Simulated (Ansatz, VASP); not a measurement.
**Bi: VASP beside Ansatz**

File INCAR:

```
SYSTEM = Bi
  ALGO = Fast
  EDIFF = 1E-7
  ENCUT = 520
  GGA = PS
  ISIF = 2
  ISMEAR = 0
  LASPH = .True.
  LCHARG = .True.
  LELF = .True.
  LREAL = .False.
  LVHAR = .True.
  LWAVE = .False.
  NBANDS = 22
  NELM = 80
  PREC = Accurate
  SIGMA = 0.15
```

KPOINTS

```
k-points
0
Gamma
  12 12 12
  0 0 0
```

The input POSCAR:

```
Bi
1.0
    2.4485146788      1.4136506089      3.4074539057
   -2.4485146788      1.4136506089      3.4074539057
    0.0000000000     -2.8273012178      3.4074539058
Bi
2
Direct
    0.2338900000      0.2338900000      0.2338900000
    0.7661100000      0.7661100000      0.7661100000
```

Input for Ansatz:

```yaml
crystal:
  lattice:
    - [2.4485146788, 1.4136506089, 3.4074539057]
    - [-2.4485146788, 1.4136506089, 3.4074539057]
    - [0.0, -2.8273012178, 3.4074539058]
  atoms:
    - { symbol: Bi, position: [0.23389, 0.23389, 0.23389] }
    - { symbol: Bi, position: [0.76611, 0.76611, 0.76611] }
basis:
  ecutwfc: 420
kpoints:
  mp_grid: { grid: [12, 12, 12] }
hamiltonian:
  xc: pbesol
scf:
  occupations: { method: gaussian, width: 0.15 }
output:
  forces: true
  stress: true
  eigenvalues: true
```

Alike in both runs: task single point; functional PBEsol; k mesh 12 × 12 × 12; occupations gaussian, width 0.15 eV; no spin polarisation.

|  | VASP | Ansatz |
| --- | --- | --- |
| version | VASP 6.6.1 | Ansatz 0.2.0 |
| potentials or method | VASP PAW PBE potentials, release 64 (Bi_d), cutoff 520 eV | scalar-relativistic, plane waves, PAW |
| valence electrons in the cell | 30 | 30 |

```csv
,VASP,Ansatz,Ansatz less VASP
gap on the k mesh at the Fermi level (eV),none,none,-
pressure (GPa),-2.1,-2.0,+0.07
"traceless stress, the component that is largest in VASP (GPa)",2.08,2.08,+0.005
rms of the force components (eV/Å),0.183,0.181,-0.0020
```

VASP's potentials were made for PBE, not for PBEsol. Atom by atom the forces differ by 0.002 eV/Å (rms over components). A gap of «none» marks a metal or a gap that the smearing closes.

Neither program's run includes spin-orbit coupling.
